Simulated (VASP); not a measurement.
# KCl in VASP: further runs, part 2 of 3

VASP 6.6.1. Earlier steps stand in the parts before.

### Step 4. Electric field gradients, PBE (32.70 Å³/atom)

This run uses another cell than the first one, of 32.70 Å³/atom.

Input file INCAR:

```
SYSTEM = KCl
ALGO = Normal ; EDIFF = 1E-8
ENCUT = 400 ; GGA = PE
GGA_COMPAT = .False. ; ISIF = 2
ISMEAR = -1 ; LASPH = .True.
LCHARG = .False. ; LEFG = .True.
LREAL = .False. ; LWAVE = .False.
NBANDS = 15 ; NELM = 120
PREC = Accurate ; SIGMA = 0.03
```

Input file KPOINTS:

```
k-points
0
Gamma
  7 7 7
  0 0 0
```

Input file POSCAR:

```
KCl
1.0
    0.0000000000      3.1976323944      3.1976323944
    3.1976323944      0.0000000000      3.1976323944
    3.1976323944      3.1976323944      0.0000000000
K Cl
1 1
Direct
    0.0000000000      0.0000000000      0.0000000000
    0.5000000000      0.5000000000      0.5000000000
```

Potentials or basis: VASP PAW PBE potentials, release 64 (K_sv, Cl).

On the command line:

```console
$ cat potpaw_PBE.64/K_sv/POTCAR potpaw_PBE.64/Cl/POTCAR > POTCAR
$ mpirun -np 1 vasp_std > vasp.out
```

OUTCAR:

```text
SYSTEM = KCl
   EDIFF = 1E-8
   ENCUT = 400
   GGA = PE
   ISIF = 2
   ISMEAR = -1
   LASPH = .True.
   LREAL = .False.
   NELM = 120
   PREC = Accurate

 ion  position               nearest neighbor table
   1  0.000  0.000  0.000-   2 3.20   2 3.20   2 3.20   2 3.20   2 3.20   2 3.20
   2  0.500  0.500  0.500-   1 3.20   1 3.20   1 3.20   1 3.20   1 3.20   1 3.20

  LATTYP: Found a face centered cubic cell.
 ALAT       =     6.3952647888

  Lattice vectors:

 A1 = (   0.0000000000,   3.1976323944,   3.1976323944)
[... 566 lines left out ...]
  ---------------------------------------------------
  free  energy   TOTEN  =        -6.8107723760 eV

  energy  without entropy=       -6.8107723760  energy(sigma->0) =       -6.81077238

 Electric field gradients (V/A^2)
---------------------------------------------------------------------
 ion       V_xx      V_yy      V_zz      V_xy      V_xz      V_yz
---------------------------------------------------------------------
   1      -0.000    -0.000    -0.000     0.001     0.001     0.001
   2      -0.000     0.000    -0.000    -0.001    -0.001    -0.001
---------------------------------------------------------------------

 Electric field gradients after diagonalization (V/A^2)
 (convention: |V_zz| > |V_xx| > |V_yy|)
----------------------------------------------------------------------
 ion       V_xx      V_yy      V_zz     asymmetry (V_yy - V_xx)/ V_zz
----------------------------------------------------------------------
   1      -0.001    -0.001     0.001       0.000
   2       0.001     0.001    -0.002       0.000
----------------------------------------------------------------------

           NMR quadrupolar parameters

 Cq : quadrupolar parameter    Cq=e*Q*V_zz/h
 eta: asymmetry parameters     (V_yy - V_xx)/ V_zz
 Q  : nuclear electric quadrupole moment in mb (millibarn)
----------------------------------------------------------------------
 ion       Cq(MHz)       eta       Q (mb)
----------------------------------------------------------------------
   1       0.000       0.000       1.000
   2      -0.000       0.000       1.000
----------------------------------------------------------------------
```

OSZICAR:

```text
N       E                     dE             d eps       ncg     rms          rms(c)
DAV:   1     0.858088680383E+02    0.85809E+02   -0.60010E+03   600   0.765E+02
DAV:   2    -0.194835934484E+01   -0.87757E+02   -0.81072E+02   836   0.209E+02
DAV:   3    -0.694103259418E+01   -0.49927E+01   -0.49705E+01   817   0.443E+01
DAV:   4    -0.711530924914E+01   -0.17428E+00   -0.17424E+00   927   0.780E+00
DAV:   5    -0.711683944112E+01   -0.15302E-02   -0.15302E-02   817   0.793E-01    0.313E+00
DAV:   6    -0.681308474740E+01    0.30375E+00   -0.43768E-01   754   0.324E+00    0.255E+00
DAV:   7    -0.679664057845E+01    0.16444E-01   -0.10286E-01   824   0.175E+00    0.149E+00
DAV:   8    -0.680930982923E+01   -0.12669E-01   -0.16313E-02   714   0.917E-01    0.175E-01
DAV:   9    -0.681019625021E+01   -0.88642E-03   -0.11407E-03   817   0.208E-01    0.993E-02
DAV:  10    -0.681076511901E+01   -0.56887E-03   -0.58851E-04   628   0.149E-01    0.219E-02
DAV:  11    -0.681076903697E+01   -0.39180E-05   -0.27040E-05   849   0.272E-02    0.713E-03
DAV:  12    -0.681077184534E+01   -0.28084E-05   -0.29341E-06   691   0.117E-02    0.467E-03
DAV:  13    -0.681077228934E+01   -0.44400E-06   -0.85388E-07   726   0.487E-03    0.769E-04
DAV:  14    -0.681077237316E+01   -0.83818E-07   -0.75383E-08   705   0.173E-03    0.252E-04
DAV:  15    -0.681077237602E+01   -0.28676E-08   -0.15320E-09   636   0.287E-04
   1 F= -.68107724E+01 E0= -.68107724E+01  d E =-.140771E-11
```

stdout:

```text
POSCAR found type information on POSCAR K Cl
 POSCAR found :  2 types and       2 ions
 scaLAPACK will be used
 LDA part: xc-table for (Slater+PW92), standard interpolation
 POSCAR, INCAR and KPOINTS ok, starting setup
 FFT: planning ... GRIDC
 FFT: planning ... GRID_SOFT
 FFT: planning ... GRID
 WAVECAR not read
 entering main loop
ion   1

ion   2
```

Run time: 27 s. Hardware: 1 thread of AMD EPYC 7R13, shared host; peak memory 0.13 GiB.

What came out:

```yaml
Free_energy: -6.8108 eV
Pressure: -0.1 GPa
Band_gap_on_the_k_mesh: 5.02 eV
Largest_electric_field_gradient_by_atom: zero within the noise of the run
```

Caveat: an odd mesh through Γ misses points on the zone boundary, where band edges can lie.

### Step 5. Electric field gradients, PBE (z stretched by +3 % at fixed volume)

Input file INCAR:

```
SYSTEM = KCl
PREC = Accurate
ENCUT = 520
EDIFF = 1E-8
ISMEAR = -1
SIGMA = 0.03
LREAL = .FALSE.
LASPH = .TRUE.
NELM = 100
ALGO = Normal
ISIF = 2
LWAVE = .FALSE.
LCHARG = .FALSE.
GGA = PE
LEFG = .TRUE.
NBANDS = 15
```

Input file KPOINTS:

```
Automatic mesh
0
G
  7 7 7
  0 0 0
```

Input file POSCAR:

```
KCl
1.0
    0.0000000000      3.1097977349      3.2507830000
    3.1097977349      0.0000000000      3.2507830000
    3.1097977349      3.1097977349      0.0000000000
K Cl
1 1
Direct
    0.0000000000      0.0000000000      0.0000000000
    0.5000000000      0.5000000000      0.5000000000
```

Potentials or basis: VASP PAW PBE potentials, release 64 (K_sv, Cl).

On the command line:

```console
$ cat potpaw_PBE.64/K_sv/POTCAR potpaw_PBE.64/Cl/POTCAR > POTCAR
$ mpirun -np 1 vasp_std > vasp.out
```

OUTCAR:

```text
SYSTEM = KCl
   PREC = Accurate
   ENCUT = 520
   EDIFF = 1E-8
   ISMEAR = -1
   LREAL = .FALSE.
   LASPH = .TRUE.
   NELM = 100
   ISIF = 2
   GGA = PE

 ion  position               nearest neighbor table
   1  0.000  0.000  0.000-   2 3.11   2 3.11   2 3.11   2 3.11
   2  0.500  0.500  0.500-   1 3.11   1 3.11   1 3.11   1 3.11

  LATTYP: Found a body centered tetragonal cell.
 ALAT       =     4.3979181329
 C/A-ratio  =     1.4783281097

  Lattice vectors:

 A1 = (  -3.1097977349,   0.0000000000,   3.2507830000)
 A2 = (   3.1097977349,   0.0000000000,   3.2507830000)
 A3 = (   0.0000000000,   3.1097977349,  -3.2507830000)

Analysis of symmetry for initial positions (statically):
=====================================================================
 Subroutine PRICEL returns:
 Original cell was already a primitive cell.

 Routine SETGRP: Setting up the symmetry group for a
 body centered tetragonal supercell.

[... 622 lines left out ...]
     0.000000000  3.109797735  3.250783000    -0.160782161  0.160782161  0.153809098
     3.109797735  0.000000000  3.250783000     0.160782161 -0.160782161  0.153809098
     3.109797735  3.109797735  0.000000000     0.160782161  0.160782161 -0.153809098

 POSITION                                       TOTAL-FORCE (eV/Angst)
 -----------------------------------------------------------------------------------
      0.00000      0.00000      0.00000        -0.000000      0.000000     -0.000000
      3.10980      3.10980      3.25078         0.000000     -0.000000      0.000000
 -----------------------------------------------------------------------------------
    total drift:                                0.000000      0.000000      0.000000

  FREE ENERGIE OF THE ION-ELECTRON SYSTEM (eV)
  ---------------------------------------------------
  free  energy   TOTEN  =        -6.7976432323 eV

  energy  without entropy=       -6.7976432323  energy(sigma->0) =       -6.79764323

 Electric field gradients (V/A^2)
---------------------------------------------------------------------
 ion       V_xx      V_yy      V_zz      V_xy      V_xz      V_yz
---------------------------------------------------------------------
   1      -4.060    -4.060     8.120    -0.000    -0.000    -0.000
   2      -1.982    -1.982     3.964     0.000    -0.000    -0.000
---------------------------------------------------------------------

 Electric field gradients after diagonalization (V/A^2)
 (convention: |V_zz| > |V_xx| > |V_yy|)
----------------------------------------------------------------------
 ion       V_xx      V_yy      V_zz     asymmetry (V_yy - V_xx)/ V_zz
----------------------------------------------------------------------
   1      -4.060    -4.060     8.120       0.000
   2      -1.982    -1.982     3.964       0.000
----------------------------------------------------------------------

           NMR quadrupolar parameters

 Cq : quadrupolar parameter    Cq=e*Q*V_zz/h
 eta: asymmetry parameters     (V_yy - V_xx)/ V_zz
 Q  : nuclear electric quadrupole moment in mb (millibarn)
----------------------------------------------------------------------
 ion       Cq(MHz)       eta       Q (mb)
----------------------------------------------------------------------
   1       0.020       0.000       1.000
   2       0.010       0.000       1.000
----------------------------------------------------------------------
```

OSZICAR:

```text
N       E                     dE             d eps       ncg     rms          rms(c)
DAV:   1     0.106686542843E+03    0.10669E+03   -0.71902E+03  1200   0.961E+02
DAV:   2    -0.385680360040E+00   -0.10707E+03   -0.98817E+02  1530   0.241E+02
DAV:   3    -0.685389698794E+01   -0.64682E+01   -0.64312E+01  1636   0.526E+01
DAV:   4    -0.709177964701E+01   -0.23788E+00   -0.23781E+00  1898   0.911E+00
DAV:   5    -0.709353068978E+01   -0.17510E-02   -0.17510E-02  1684   0.859E-01    0.333E+00
DAV:   6    -0.679933262954E+01    0.29420E+00   -0.42612E-01  1543   0.328E+00    0.272E+00
DAV:   7    -0.678397680401E+01    0.15356E-01   -0.10496E-01  1669   0.183E+00    0.157E+00
DAV:   8    -0.679628100160E+01   -0.12304E-01   -0.16666E-02  1480   0.956E-01    0.180E-01
DAV:   9    -0.679702504011E+01   -0.74404E-03   -0.93328E-04  1648   0.192E-01    0.989E-02
DAV:  10    -0.679763450521E+01   -0.60947E-03   -0.63979E-04  1270   0.158E-01    0.201E-02
DAV:  11    -0.679763952777E+01   -0.50226E-05   -0.22277E-05  1731   0.267E-02    0.536E-03
DAV:  12    -0.679764279837E+01   -0.32706E-05   -0.40236E-06  1312   0.142E-02    0.373E-03
DAV:  13    -0.679764311139E+01   -0.31302E-06   -0.40939E-07  1634   0.345E-03    0.759E-04
DAV:  14    -0.679764322661E+01   -0.11521E-06   -0.90674E-08  1354   0.196E-03    0.294E-04
DAV:  15    -0.679764323230E+01   -0.56934E-08   -0.11294E-09  1314   0.252E-04
   1 F= -.67976432E+01 E0= -.67976432E+01  d E =-.483396E-10
```

Run time: 32 s. Hardware: 1 thread of Intel Xeon Platinum 8375C at 2.90GHz (Ice Lake), shared host; peak memory 0.21 GiB.

Results:

- Free energy: -6.7976 eV
- Pressure: 0.7 GPa
- Band gap on the k mesh: 5.14 eV
- Largest electric field gradient by atom: K +8.1; Cl +4.0 V/Å²

Levels at points of the mesh, in eV from the valence-band top:
| k point | band 6 | band 7 | band 8 | band 9 | band 10 | band 11 |
| --- | --- | --- | --- | --- | --- | --- |
| (0.00, 0.00, 0.00) | -0.03 | 0.00 | 0.00 | 5.14 | 8.19 | 8.46 |

Electric field gradients, principal values (V/Å²):
```tsv
atom	least	middle	greatest (by size)
1 K	-4.060	-4.060	8.120
2 Cl	-1.982	-1.982	3.964
```

Caveat: the cell differs from its parent crystal (z stretched by +3 % at fixed volume); without QUAD_EFG the Cq values of the log hold for a quadrupole moment of 1 mb, not for the nuclei; an odd mesh through Γ misses points on the zone boundary, where band edges can lie.

(Continued in part 3 of 3.)
